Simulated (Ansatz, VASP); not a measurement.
# One calculation of Ba, two programs

Contents of INCAR:

```
  AGGAC = 1.0
  AGGAX = 1.0
  ALDAC = 0.0
  ALDAX = 1.0
  ALGO = Normal
  EDIFF = 1E-6
  ENCUT = 500
  GGA = B5
  GGA_COMPAT = False
  ISIF = 2
  ISMEAR = -1
  LASPH = True
  LCHARG = True
  LELF = True
  LREAL = False
  LVHAR = True
  LWAVE = False
  NBANDS = 11
  NELM = 120
  PREC = Accurate
  SIGMA = 0.1
```

File KPOINTS:

```
k-points
0
Gamma
  9 9 9
```

POSCAR

```
Ba
1.0
    4.1774299503      0.0000000000      0.0000000000
    0.0000000000      4.1774299503      0.0000000000
    0.0000000000      0.0000000000      4.1774299503
Ba
1
Direct
    0.0000000000      0.0000000000      0.0000000000
```

Input for Ansatz:

```yaml
crystal:
  lattice:
    - [4.1774299503, 0.0, 0.0]
    - [0.0, 4.1774299503, 0.0]
    - [0.0, 0.0, 4.1774299503]
  atoms:
    - { symbol: Ba, position: [0.0, 0.0, 0.0] }
hamiltonian:
  xc: blyp
  pseudopotentials:
    kind: paw
    azcp:
      Ba: "pseudopotentials/Ba.paw.azcp"
basis:
  ecutwfc: 420
  fft_grid_basis: typed
kpoints:
  mp_grid: { grid: [9, 9, 9], shift: [0, 0, 0] }
magnetization:
  spin_polarized: false
scf:
  occupations: { method: fermi_dirac, width: 0.1 }
  lower_state_search: "off"
output:
  stress: true
  write_density: true
  write_potential: true
  elf: true
  volumetric_format: npy
```

Alike in both runs: task single point; functional BLYP; k mesh 9 × 9 × 9; occupations fermi-dirac, width 0.1 eV; no spin polarisation.

|  | VASP | Ansatz |
| --- | --- | --- |
| version | VASP 6.6.1 | Ansatz 0.2.0 |
| potentials or method | VASP PAW PBE potentials, release 64 (Ba_sv), cutoff 500 eV | plane waves (420 eV) with PAW, scalar-relativistic |
| valence electrons in the cell | 10 | 10 |

|  | VASP | Ansatz | Ansatz less VASP |
| --- | --- | --- | --- |
| pressure (GPa) | -0.3 | -0.3 | -0.04 |

VASP's potentials were made for PBE, not for BLYP.

Spin-orbit coupling is off throughout.
